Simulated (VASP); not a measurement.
Input of a VASP 6.6.1 run:

File INCAR:

```
PREC = Accurate
ENCUT = 600
EDIFF = 1E-6
ISMEAR = 0
SIGMA = 0.1
LREAL = F
LASPH = T
NELM = 60
ALGO = Normal
ISIF = 3
LWAVE = F
LCHARG = F
GGA = PE
IBRION = 2
NSW = 100
EDIFFG = -0.01
```

Contents of KPOINTS:

```
Automatic mesh
0
Gamma
  24 24 10
```

POSCAR

```
CdSe
1.0
    2.9167843460      0.0000000000      0.0000000000
   -1.4583921730      2.5260093410      0.0000000000
    0.0000000000      0.0000000000      6.3213350143
Cd Se
1 1
Direct
    0.0000000000      0.0000000000      0.5000000000
    0.0000000000      0.0000000000      0.0000000000
```

Potentials or basis: VASP PAW PBE potentials, release 64 (Cd, Se).

Run with:

```bash
$ cat potpaw_PBE.64/Cd/POTCAR potpaw_PBE.64/Se/POTCAR > POTCAR
$ mpirun -np 1 vasp_std > vasp.out
```

What does it give for the relaxed volume?

23.31 Å³/atom.

Predict the band gap on the k mesh.

zero (bands 9 and 10 overlap by 4.71 eV).

Final structure:
```
Cd Se
1.0
     2.95653    0.00000    0.00000
    -1.47827    2.56043    0.00000
     0.00000    0.00000    6.15755
Cd Se
1 1
Cartesian
  0.0000 0.0000 3.0788
  0.0000 0.0000 6.1575
```
